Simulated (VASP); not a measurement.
# Pd (Fm-3m) in VASP: further runs

The runs below take Pd through single point, relaxation of cell and atoms, with LDA.

Program: VASP 6.6.1. These are calculated values, not measurements. Logs are shortened: lines on timing, memory, paths and dates and some standing lists are left out, and cuts for length are marked.

## 1. The cell of the first run

The structure is cubic, space group Fm-3m (No. 225). The conventional cell has a = 3.840 Å, b = 3.840 Å, c = 3.840 Å, α = 90.00°, β = 90.00°, γ = 90.00°. Within 3.6 Å of Pd (site symmetry m-3m) lie 12 Pd at 2.72 Å.

## 2. Single point, LDA

Contents of INCAR:

```
SYSTEM = Pd
  PREC = Accurate
  ENCUT = 500
  EDIFF = 1E-6
  ISMEAR = -1
  SIGMA = 0.05
  LREAL = .FALSE.
  LASPH = .TRUE.
  NELM = 120
  ALGO = Normal
  ISIF = 2
  LWAVE = .FALSE.
  LCHARG = .FALSE.
  NBANDS = 11
  GGA_COMPAT = .FALSE.
```

Contents of KPOINTS:

```
regular mesh
0
G
  19 19 19
  0 0 0
```

Contents of POSCAR:

```
Pd
1.0
    0.0000000000      1.9201213548      1.9201213548
    1.9201213548      0.0000000000      1.9201213548
    1.9201213548      1.9201213548      0.0000000000
Pd
1
Direct
    0.0000000000      0.0000000000      0.0000000000
```

Potentials or basis: VASP PAW LDA potentials, release 64 (Pd).

Launch:

```bash
$ cat potpaw_LDA.64/Pd/POTCAR > POTCAR
$ mpirun -np 1 vasp_std > vasp.out
```

OUTCAR:

```text
SYSTEM = Pd
   PREC = Accurate
   ENCUT = 500
   EDIFF = 1E-6
   ISMEAR = -1
   LREAL = .FALSE.
   LASPH = .TRUE.
   NELM = 120
   ISIF = 2

 ion  position               nearest neighbor table
   1  0.000  0.000  0.000-

  LATTYP: Found a face centered cubic cell.
 ALAT       =     3.8402427096

  Lattice vectors:

 A1 = (   0.0000000000,   1.9201213548,   1.9201213548)
 A2 = (   1.9201213548,   0.0000000000,   1.9201213548)
 A3 = (   1.9201213548,   1.9201213548,   0.0000000000)

Analysis of symmetry for initial positions (statically):
=====================================================================
 Subroutine PRICEL returns:
 Original cell was already a primitive cell.

 Routine SETGRP: Setting up the symmetry group for a
 face centered cubic supercell.

 Subroutine GETGRP returns: Found 48 space group operations
 (whereof 48 operations were pure point group operations)
 out of a pool of 48 trial point group operations.

The static configuration has the point symmetry O_h .

Analysis of symmetry for dynamics (positions and initial velocities):
=====================================================================
 Subroutine PRICEL returns:
 Original cell was already a primitive cell.

 Routine SETGRP: Setting up the symmetry group for a
 face centered cubic supercell.

 Subroutine GETGRP returns: Found 48 space group operations
 (whereof 48 operations were pure point group operations)
 out of a pool of 48 trial point group operations.

The dynamic configuration has the point symmetry O_h .

 Subroutine INISYM returns: Found 48 space group operations
 (whereof 48 operations are pure point group operations),
 and found     1 'primitive' translations

----------------------------------------------------------------------------------------

                                     Primitive cell

  volume of cell :      14.1585

  direct lattice vectors                    reciprocal lattice vectors
     0.000000000  1.920121355  1.920121355    -0.260400208  0.260400208  0.260400208
     1.920121355  0.000000000  1.920121355     0.260400208 -0.260400208  0.260400208
     1.920121355  1.920121355  0.000000000     0.260400208  0.260400208 -0.260400208

  length of vectors
     2.715461661  2.715461661  2.715461661     0.451026390  0.451026390  0.451026390

  position of ions in fractional coordinates (direct lattice)
     0.000000000  0.000000000  0.000000000

  ion indices of the primitive-cell ions
   primitive index   ion index
                 1           1

----------------------------------------------------------------------------------------

 KPOINTS: regular mesh

Automatic generation of k-mesh.
 Grid dimensions read from file:
 generate k-points for:   19   19   19

 Generating k-lattice:

  Cartesian coordinates                     Fractional coordinates (reciprocal lattice)
    -0.013705274  0.013705274  0.013705274     0.052631579  0.000000000  0.000000000
     0.013705274 -0.013705274  0.013705274     0.000000000  0.052631579  0.000000000
     0.013705274  0.013705274 -0.013705274     0.000000000  0.000000000  0.052631579

  Length of vectors
     0.023738231  0.023738231  0.023738231

  Shift w.r.t. Gamma in fractional coordinates (k-lattice)
     0.000000000  0.000000000  0.000000000

 Subroutine IBZKPT returns following result:
 ===========================================

 Found    220 irreducible k-points:

 Following reciprocal coordinates:
            Coordinates               Weight
  0.000000  0.000000  0.000000      1.000000
  0.052632  0.000000  0.000000      8.000000
  0.105263  0.000000  0.000000      8.000000
  0.157895  0.000000  0.000000      8.000000
  0.210526  0.000000  0.000000      8.000000
  0.263158  0.000000  0.000000      8.000000
[... 16 lines left out ...]
 -0.315789  0.052632  0.000000     24.000000
 -0.263158  0.052632  0.000000     24.000000
 [... further k-points ...]
   k-points           NKPTS =    220   k-points in BZ     NKDIM =    220   number of bands    NBANDS=     11
   number of dos      NEDOS =    301   number of ions     NIONS =      1
   total plane-waves  NPLWV =   8000
   dimension x,y,z NGX =    20 NGY =   20 NGZ =   20
   dimension x,y,z NGXF=    40 NGYF=   40 NGZF=   40
   ions per type =               1
   NGX,Y,Z   is equivalent  to a cutoff of  12.24, 12.24, 12.24 a.u.
   NGXF,Y,Z  is equivalent  to a cutoff of  24.49, 24.49, 24.49 a.u.
 SYSTEM =  Pd
   PREC   = accura    normal or accurate (medium, high low for compatibility)
   ISTART =      0    job   : 0-new  1-cont  2-samecut
   ICHARG =      2    charge: 1-file 2-atom 10-const
   ISPIN  =      1    spin polarized calculation?
   LNONCOLLINEAR =      F non collinear calculations
   LSORBIT =      F    spin-orbit coupling
   LASPH  =      T    aspherical Exc in radial PAW
   ENCUT  =  500.0 eV  36.75 Ry    6.06 a.u.   4.95  4.95  4.95*2*pi/ulx,y,z
   NELM   =    120;   NELMIN=  2; NELMDL= -5     # of ELM steps
   EDIFF  = 0.1E-05   stopping-criterion for ELM
   LREAL  =      F    real-space projection
   EDIFFG = 0.1E-04   stopping-criterion for IOM
   NSW    =      0    number of steps for IOM
   IBRION =     -1    ionic relax: 0-MD 1-quasi-New 2-CG
   NFREE  =      0    steps in history (QN), initial steepest desc. (CG)
   ISIF   =      2    stress and relaxation
   ISYM   =      2    0-nonsym 1-usesym 2-fastsym
   POTIM  = 0.5000    time-step for ionic-motion
   TEBEG  =    0.0;   TEEND  =   0.0 temperature during run
   PSTRESS=    0.0 pullay stress
   NELECT =      10.0000    total number of electrons
   NUPDOWN=      -1.0000    fix difference up-down
   EMIN   =  10.00;   EMAX   =-10.00  energy-range for DOS
   EFERMI =   0.00;   METHOD = LEGACY
   ISMEAR =    -1;   SIGMA  =   0.05  broadening in eV -4-tet -1-fermi 0-gaus
   EFERMI_NEDOS =   21; number of points for ismear=-14 and -15
   IALGO  =     38    algorithm
   IMIX   =      4    mixing-type and parameters
     AMIX     =   0.40;   BMIX     =  1.00
     AMIX_MAG =   1.60;   BMIX_MAG =  1.00
  volume/ion in A,a.u.               =      14.16        95.55
  Fermi-wavevector in a.u.,A,eV,Ry     =   1.457928  2.755085 28.919929  2.125555
  Thomas-Fermi vector in A             =   2.574672
   LORBIT       =      0    0 simple, 1 ext, 2 COOP (PROOUT), +10 PAW based schemes
   GGA     = CA    functional components
   LHFCALC =     F    Hartree Fock is set to
   AEXX    =    0.0000 exact exchange contribution
   IVDW    =     0    specifies the selected vdW correction
   LEPSILON=     F    determine dielectric tensor
   LRPA    =     F    only Hartree local field effects (RPA)
 non-spin polarized calculation
  energy-cutoff  :      500.00
  volume of cell :       14.16
 maximum number of plane-waves:       369
   NGX =  9   NGY =  9   NGZ =  9

 number of electron      10.0000005 magnetization

 Free energy of the ion-electron system (eV)
  ---------------------------------------------------
  ext. energy  EPLUGINS =         0.00000000
  ---------------------------------------------------
  free energy    TOTEN  =        -6.50105358 eV

  energy without entropy =       -6.48212604  energy(sigma->0) =       -6.49158981

 E-fermi :  10.3319     XC(G=0): -13.7681

 val. band max:       10.3287655909   @ k =  -0.4211   0.4211   0.1579
 cond. band min:      10.3329645935   @ k =  -0.4737   0.4211   0.1053
 fundamental gap:      0.0041990027
 Fermi energy:        10.3318723750

 k-point     1 :       0.0000    0.0000    0.0000
  band No.  band energies     occupation
      1       2.7499      2.00000
      2       7.2505      2.00000
      3       7.2505      2.00000
      4       7.2505      2.00000
      5       9.0092      2.00000
      6       9.0092      2.00000
      7      27.4481      0.00000
      8      32.4037      0.00000
      9      32.4037      0.00000
     10      32.4037      0.00000
     11      35.9470      0.00000

 k-point     2 :       0.0526    0.0000    0.0000
  band No.  band energies     occupation
      1       2.8548      2.00000
      2       7.2109      2.00000
      3       7.2884      2.00000
      4       7.2884      2.00000
      5       8.9901      2.00000
      6       8.9901      2.00000
      7      27.5716      0.00000
      8      31.7272      0.00000
      9      32.5333      0.00000
     10      32.5333      0.00000
     11      35.9661      0.00000

 k-point     3 :       0.1053    0.0000    0.0000
  band No.  band energies     occupation
      1       3.1588      2.00000
      2       7.1100      2.00000
      3       7.3892      2.00000
      4       7.3892      2.00000
      5       8.9478      2.00000
      6       8.9478      2.00000
      7      27.8774      0.00000
      8      30.2984      0.00000
      9      32.9060      0.00000
     10      32.9060      0.00000
     11      35.9805      0.00000

 k-point     4 :       0.1579    0.0000    0.0000
  band No.  band energies     occupation
      1       3.6226      2.00000
      2       7.0051      2.00000
      3       7.5096      2.00000
      4       7.5096      2.00000
      5       8.9300      2.00000
      6       8.9300      2.00000
      7      27.9292      0.00000
      8      28.9429      0.00000
      9      33.4667      0.00000
     10      33.4667      0.00000
     11      36.0296      0.00000
[... 239 lines left out ...]
 k-point    22 :      -0.3684    0.0526    0.0000
  band No.  band energies     occupation
      1       4.7866      2.00000
      2       7.2799      2.00000
      3       7.3636      2.00000
      4       8.9896      2.00000
      5       9.8040      1.99995
      6      10.6550      0.00311
      7      20.2477      0.00000
      8      27.3827      0.00000
      9      31.4719      0.00000
     10      33.0194      0.00000
     11      35.9695      0.00000

 k-point    23 :      -0.3158    0.0526    0.0000
  band No.  band energies     occupation
      1       4.8244      2.00000
      2       7.3893      2.00000
      3       7.4695      2.00000
      4       8.1471      2.00000
      5       9.4448      2.00000
      6      10.1109      1.97619
      7      22.1056      0.00000
      8      27.8608      0.00000
      9      32.0624      0.00000
     10      34.3020      0.00000
     11      35.9457      0.00000

 k-point    24 :      -0.2632    0.0526    0.0000
  band No.  band energies     occupation
      1       4.7354      2.00000
      2       7.3189      2.00000
      3       7.5742      2.00000
      4       7.5796      2.00000
      5       9.0924      2.00000
      6       9.6809      2.00000
      7      24.0554      0.00000
      8      28.3726      0.00000
      9      32.7010      0.00000
     10      35.5157      0.00000
     11      35.7673      0.00000

 [... further k-points ...]

------------------------ aborting loop because EDIFF is reached ----------------------------------------

  FORCE on cell =-STRESS in cart. coord.  units (eV):
  Direction    XX          YY          ZZ          XY          YZ          ZX
  --------------------------------------------------------------------------------------
  -------------------------------------------------------------------------------------
  Total        0.0294368      0.0294368      0.0294368      0.0000000      0.0000000     -0.0000000
  in kB        3.3310811      3.3310811      3.3310811      0.0000000      0.0000000     -0.0000000
  external PRESSURE =       3.3310811 kB  Pullay stress =       0.0000000 kB

 VOLUME and BASIS-vectors are now :
 -----------------------------------------------------------------------------
  energy-cutoff  :      500.00
  volume of cell :       14.16
      direct lattice vectors                 reciprocal lattice vectors
     0.000000000  1.920121355  1.920121355    -0.260400208  0.260400208  0.260400208
     1.920121355  0.000000000  1.920121355     0.260400208 -0.260400208  0.260400208
     1.920121355  1.920121355  0.000000000     0.260400208  0.260400208 -0.260400208

 POSITION                                       TOTAL-FORCE (eV/Angst)
 -----------------------------------------------------------------------------------
      0.00000      0.00000      0.00000         0.000000      0.000000      0.000000
 -----------------------------------------------------------------------------------
    total drift:                                0.000000     -0.000000      0.000000

  FREE ENERGIE OF THE ION-ELECTRON SYSTEM (eV)
  ---------------------------------------------------
  free  energy   TOTEN  =        -6.5010535779 eV

  energy  without entropy=       -6.4821260381  energy(sigma->0) =       -6.49158981
```

Wall time 38 s (1 thread of Intel Xeon 8259CL, shared host); peak memory 0.14 GiB.

What came out:

* Free energy: -6.5011 eV
* Pressure: 0.3 GPa
* Band gap on the k mesh: zero (bands 5 and 6 overlap by 1.69 eV)

## 3. Relaxation of cell and atoms, LDA

This run uses another cell than the first one, of 14.21 Å³/atom.

Contents of INCAR:

```
SYSTEM = Pd
  PREC = Accurate
  ENCUT = 500
  EDIFF = 1E-7
  ISMEAR = -1
  SIGMA = 0.05
  LREAL = .FALSE.
  LASPH = .TRUE.
  NELM = 120
  ALGO = Normal
  ISIF = 3
  LWAVE = .FALSE.
  LCHARG = .FALSE.
  GGA = CA
  IBRION = 2
  NSW = 60
  EDIFFG = -0.005
  GGA_COMPAT = .FALSE.
  NELMIN = 4
```

Contents of KPOINTS:

```
Automatic mesh
0
G
  19 19 19
  0 0 0
```

Contents of POSCAR:

```
Pd
1.0
    0.0000000000      1.9224484100      1.9224484100
    1.9224484100      0.0000000000      1.9224484100
    1.9224484100      1.9224484100      0.0000000000
Pd
1
Direct
    0.0000000000      0.0000000000      0.0000000000
```

Potentials or basis: VASP PAW LDA potentials, release 64 (Pd).

Launch:

```bash
$ cat potpaw_LDA.64/Pd/POTCAR > POTCAR
$ mpirun -np 1 vasp_std > vasp.out
```

OUTCAR:

```text
SYSTEM = Pd
   PREC = Accurate
   ENCUT = 500
   EDIFF = 1E-7
   ISMEAR = -1
   LREAL = .FALSE.
   LASPH = .TRUE.
   NELM = 120
   ISIF = 3
   GGA = CA
   IBRION = 2
   NSW = 60
   EDIFFG = -0.005
   NELMIN = 4

 ion  position               nearest neighbor table
   1  0.000  0.000  0.000-

  LATTYP: Found a face centered cubic cell.
 ALAT       =     3.8448968200

  Lattice vectors:

 A1 = (   0.0000000000,   1.9224484100,   1.9224484100)
 A2 = (   1.9224484100,   0.0000000000,   1.9224484100)
 A3 = (   1.9224484100,   1.9224484100,   0.0000000000)

Analysis of symmetry for initial positions (statically):
=====================================================================
 Subroutine PRICEL returns:
 Original cell was already a primitive cell.

 Routine SETGRP: Setting up the symmetry group for a
 face centered cubic supercell.

 Subroutine GETGRP returns: Found 48 space group operations
 (whereof 48 operations were pure point group operations)
 out of a pool of 48 trial point group operations.

The static configuration has the point symmetry O_h .

Analysis of symmetry for dynamics (positions and initial velocities):
=====================================================================
 Subroutine PRICEL returns:
 Original cell was already a primitive cell.

[... 221 lines left out ...]
--------------------------------------- Ionic step        3  -------------------------------------------

 number of electron      10.0000005 magnetization

 Free energy of the ion-electron system (eV)
  ---------------------------------------------------
  ext. energy  EPLUGINS =         0.00000000
  ---------------------------------------------------
  free energy    TOTEN  =        -6.50109295 eV

  energy without entropy =       -6.48213492  energy(sigma->0) =       -6.49161393

 E-fermi :  10.3064     XC(G=0): -13.7593

 val. band max:       10.3032253157   @ k =  -0.4211   0.4211   0.1579
 cond. band min:      10.3074158455   @ k =  -0.4737   0.4211   0.1053
 fundamental gap:      0.0041905299
 Fermi energy:        10.3064261526

 k-point     1 :       0.0000    0.0000    0.0000
  band No.  band energies     occupation
      1       2.7358      2.00000
      2       7.2321      2.00000
      3       7.2321      2.00000
      4       7.2321      2.00000
      5       8.9867      2.00000
      6       8.9867      2.00000
      7      27.4228      0.00000
      8      32.3701      0.00000
      9      32.3701      0.00000
[... 265 lines left out ...]
 k-point    24 :      -0.2632    0.0526    0.0000
  band No.  band energies     occupation
      1       4.7202      2.00000
      2       7.3003      2.00000
      3       7.5552      2.00000
      4       7.5605      2.00000
      5       9.0699      2.00000
      6       9.6570      2.00000
      7      24.0178      0.00000
      8      28.3430      0.00000
      9      32.6571      0.00000

 [... further k-points ...]

------------------------ aborting loop because EDIFF is reached ----------------------------------------

  FORCE on cell =-STRESS in cart. coord.  units (eV):
  Direction    XX          YY          ZZ          XY          YZ          ZX
  --------------------------------------------------------------------------------------
  -------------------------------------------------------------------------------------
  Total        0.0017068      0.0017068      0.0017068     -0.0000000      0.0000000     -0.0000000
  in kB        0.1928634      0.1928634      0.1928634     -0.0000000      0.0000000     -0.0000000
  external PRESSURE =       0.1928634 kB  Pullay stress =       0.0000000 kB
[... 16 lines left out ...]
  FREE ENERGIE OF THE ION-ELECTRON SYSTEM (eV)
  ---------------------------------------------------
  free  energy   TOTEN  =        -6.5010929450 eV

  energy  without entropy=       -6.4821349172  energy(sigma->0) =       -6.49161393

 reached required accuracy - stopping structural energy minimisation
```

OSZICAR:

```text
N       E                     dE             d eps       ncg     rms          rms(c)
DAV:   1     0.368751121345E+02    0.36875E+02   -0.52406E+03  3976   0.102E+03
DAV:   2    -0.647885633770E+01   -0.43354E+02   -0.42207E+02  4269   0.193E+02
DAV:   3    -0.685033781200E+01   -0.37148E+00   -0.36903E+00  4541   0.207E+01
DAV:   4    -0.685227565503E+01   -0.19378E-02   -0.19376E-02  4825   0.138E+00
[... 18 lines left out ...]
DAV:   1    -0.650329055670E+01   -0.23734E-02   -0.43632E-02  4017   0.240E+00    0.324E-01
DAV:   2    -0.650110228182E+01    0.21883E-02   -0.11071E-02  3996   0.978E-01    0.835E-02
DAV:   3    -0.650109165023E+01    0.10632E-04   -0.45550E-05  4609   0.551E-02    0.501E-02
DAV:   4    -0.650109285305E+01   -0.12028E-05   -0.25106E-05  4426   0.400E-02    0.271E-03
DAV:   5    -0.650109294504E+01   -0.91989E-07   -0.17801E-07  4331   0.400E-03
   3 F= -.65010929E+01 E0= -.64916139E+01  d E =-.489955E-04
```

Wall time 64 s (1 thread of Intel Xeon 8259CL, shared host); peak memory 0.15 GiB.

What came out:

- Free energy: -6.5011 eV
- Relaxed volume: 14.18 Å³/atom
- Relaxed cell: a = 2.717 Å, b = 2.717 Å, c = 2.717 Å, α = 60.00°, β = 60.00°, γ = 60.00°
- Space group after relaxing (to 0.1 Å): Fm-3m (No. 225)
- Energy gained by relaxing: 0.0 meV/atom
- Ionic steps: 3
- Pressure after relaxing: 0.0 GPa
- Band gap on the k mesh: zero (bands 5 and 6 overlap by 1.68 eV)

Final structure:
```
Pd
1.0
     0.00000    1.92103    1.92103
     1.92103    0.00000    1.92103
     1.92103    1.92103    0.00000
Pd
1
Direct
  0.00000 0.00000 0.00000
```
